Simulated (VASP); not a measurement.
Input of a VASP 6.6.1 run:

INCAR

```
ALGO = Normal
EDIFF = 1E-6
ENCUT = 600
GGA = PE
GGA_COMPAT = False
ISIF = 2
ISMEAR = 0
LASPH = True
LCHARG = False
LREAL = False
LWAVE = False
NBANDS = 24
NELM = 120
PREC = Accurate
SIGMA = 0.2
```

The input KPOINTS:

```
k-points
0
Gamma
  5 5 5
```

The input POSCAR:

```
SnO3
1.0
    3.4198823783      0.0000000000      0.0000000000
    0.0000000000      3.4198823783      0.0000000000
    0.0000000000      0.0000000000      3.4198823783
Sn O
1 3
Direct
    0.5000000000      0.5000000000      0.5000000000
    0.5000000000      0.0000000000      0.0000000000
    0.0000000000      0.5000000000      0.0000000000
    0.0000000000      0.0000000000      0.5000000000
```

Potentials or basis: VASP PAW PBE potentials, release 64 (Sn_d, O).

Launch:

```sh
$ cat potpaw_PBE.64/Sn_d/POTCAR potpaw_PBE.64/O/POTCAR > POTCAR
$ mpirun -np 1 vasp_std > vasp.out
```

Predict the band gap on the k mesh.

zero (bands 16 and 17 overlap by 0.28 eV).

Predict the pressure.

0.0 GPa.

Caveat: the k points lie up to 0.37 Å⁻¹ apart; semilocal functionals underestimate gaps, and a narrow one can read as zero; spin-orbit coupling is left out, which moves the levels of the heavy elements.
